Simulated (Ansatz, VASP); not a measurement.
One calculation of NaF, two programs

The input INCAR:

```
  ALGO = Normal
  EDIFF = 1E-8
  ENCUT = 520
  ISIF = 2
  ISMEAR = -1
  LASPH = True
  LCHARG = False
  LEFG = True
  LREAL = False
  LWAVE = False
  NBANDS = 14
  NELM = 80
  PREC = Accurate
  SIGMA = 0.02
```

Contents of KPOINTS:

```
k-points
0
Gamma
  10 10 10
```

POSCAR

```
NaF
1.0
    0.0000000000      2.3233000000      2.3000670000
    2.3233000000      0.0000000000      2.3000670000
    2.3233000000      2.3233000000      0.0000000000
Na F
1 1
Direct
    0.0000000000      0.0000000000      0.0000000000
    0.5000000000      0.5000000000      0.5000000000
```

Input for Ansatz:

```yaml
crystal:
  lattice:
    - [0.0, 2.3233, 2.300067]
    - [2.3233, 0.0, 2.300067]
    - [2.3233, 2.3233, 0.0]
  atoms:
    - { symbol: Na, position: [0.0, 0.0, 0.0] }
    - { symbol: F, position: [0.5, 0.5, 0.5] }
kpoints:
  mp_grid: { grid: [10, 10, 10] }
scf:
  occupations: { method: fermi_dirac, width: 0.02 }
hamiltonian:
  xc: lda
  pseudopotentials: { kind: all_electron, datasets: crystal }
output:
  forces: true
  stress: true
  eigenvalues: true
  efg: { contact_densities: true }
```

Change from the starting cell: zz strain of -1 %, crystal datasets.

Alike in both runs: task electric field gradients; functional LDA; k mesh 10 × 10 × 10; occupations fermi-dirac, width 0.02 eV; no spin polarisation.

|  | VASP | Ansatz |
| --- | --- | --- |
| version | VASP 6.6.1 | Ansatz 0.2.0 |
| potentials or method | VASP PAW LDA potentials, release 64 (Na_pv, F), cutoff 520 eV | all-electron PAW with datasets made for the crystal, scalar-relativistic |

```csv
,VASP,Ansatz,Ansatz less VASP
gap on the k mesh at the Fermi level (eV),5.96,5.97,+0.010
pressure (GPa),-4.3,-4.2,+0.11
"traceless stress, the component that is largest in VASP (GPa)",0.47,0.45,-0.013
size of Vzz on the site where it differs most (V/Å²),1.5,1.4,-0.12
```

LDA's correlation is that of Perdew and Zunger in VASP and of Perdew and Wang (1992) in Ansatz. Ansatz ran all-electron here, and VASP with PAW potentials.
